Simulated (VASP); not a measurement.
Set up this calculation in VASP 6.6.1, as the native input.

```yaml
Task: single point
Functional: LDA
Potentials_or_basis: VASP PAW LDA potentials, release 64 (Si)
Cutoff: 520 eV
k_mesh: 2 × 2 × 2
Occupations: fermi-dirac, width 0.02 eV
Spin: no spin polarisation
Dipole_correction: no
Further_INCAR_settings: LREAL = Auto; ALGO = Normal; EDIFF = 1e-06; NBANDS = 48
```

The structure of Si (a cell with a defect) lies in POSCAR:

```
Si
1.0
    0.0000000000      5.4300000000      5.4300000000
    5.4300000000      0.0000000000      5.4300000000
    5.4300000000      5.4300000000      0.0000000000
Si
17
Direct
    0.0155709024     -0.0051104972     -0.0171546961
    0.1265193370      0.0929097606      0.1540147330
   -0.0713535912      0.0337845304      0.5125874770
    0.0739686924      0.1619797422      0.6267311234
    0.0940791897      0.4644659300     -0.0214088398
    0.1487384899      0.6273572744      0.1112246777
   -0.0918968692      0.5306445672      0.5155064457
    0.0379373849      0.6541804788      0.6220994475
    0.5107274401     -0.0835267035      0.0657918969
    0.6426151013      0.0422836096      0.1683241252
    0.4669244936     -0.0082872928      0.5284714549
    0.5417495396      0.1107550645      0.6981031308
    0.4898158379      0.4164272560      0.1143646409
    0.7156537753      0.5559116022      0.3027440147
    0.4102670350      0.4670810313      0.6081860037
    0.5295948435      0.6035359116      0.7295764273
    0.7399631676      0.6089686924      0.9633149171
```

One way to write it, as run:

INCAR

```
SYSTEM = Si
PREC = Accurate ; ENCUT = 520
EDIFF = 1E-6 ; ISMEAR = -1
SIGMA = 0.02 ; LREAL = Auto
LASPH = .True. ; NELM = 80
ALGO = Normal ; ISIF = 2
LWAVE = .False. ; LCHARG = .False.
GGA = CA ; NBANDS = 48
```

KPOINTS

```
regular mesh
0
Gamma
  2 2 2
  0 0 0
```

Potentials or basis: VASP PAW LDA potentials, release 64 (Si).

Command:

```sh
$ cat potpaw_LDA.64/Si/POTCAR > POTCAR
$ mpirun -np 1 vasp_std > vasp.out
```

It gave:

The pressure is -1.4 GPa, the largest force is 1.641 eV/Å and the band gap on the k mesh is zero (bands 34 and 35 overlap by 0.59 eV).

Caveat: the k points lie up to 0.50 Å⁻¹ apart, too coarse for converged energies and pressures of a metal; the atoms stand as in a frame of molecular dynamics.

Wall time 5.7 min on 1 thread of Intel Xeon 8259CL, with other jobs on the host, peak memory 0.38 GiB.
